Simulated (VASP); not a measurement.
AlN: electric field gradients with PBE

AlN:

```
CELL_PARAMETERS angstrom
0.00000 2.01043 2.01043
2.01043 0.00000 2.01043
2.01043 2.01043 0.00000
ATOMIC_POSITIONS crystal
Al 0.00000 0.00000 0.00000
N 0.50000 0.50000 0.50000
```

This cell differs from its parent crystal: volume scaled by 1.05.

* Program: VASP 6.6.1
* Task: electric field gradients
* Functional: PBE
* Potentials or basis: VASP PAW PBE potentials, release 64 (Al, N)
* Cutoff: 520 eV
* k mesh: 10 × 10 × 10
* Occupations: fermi-dirac, width 0.02 eV
* Spin: no spin polarisation
* Dipole correction: no
* Further INCAR settings: ALGO = Normal; EDIFF = 1e-08; NBANDS = 11

```yaml
Pressure: 9.7 GPa
Band_gap_on_the_k_mesh: 4.77 eV, indirect (least direct gap 5.92 eV)
```

Levels at points of the mesh, in eV from the valence-band top:
| k point | band 1 | band 2 | band 3 | band 4 | band 5 | band 6 | band 7 | band 8 | band 9 |
| --- | --- | --- | --- | --- | --- | --- | --- | --- | --- |
| (0.00, 0.00, 0.00) | -17.70 | 0.00 | 0.00 | 0.00 | 5.92 | 12.22 | 12.22 | 12.22 | 17.41 |
| (0.50, 0.00, 0.00) | -14.38 | -8.41 | -1.11 | -1.11 | 6.24 | 11.14 | 11.14 | 13.55 | 16.28 |
| (0.50, 0.50, 0.00) | -13.37 | -7.49 | -2.84 | -2.84 | 4.77 | 5.28 | 14.26 | 17.51 | 17.51 |

Run time: 11 s on 1 thread of Intel Xeon 8259CL (shared host), peak memory 0.14 GiB.

Caveat: without QUAD_EFG the Cq values of the log hold for a quadrupole moment of 1 mb, not for the nuclei. A k mesh can miss the band edges.
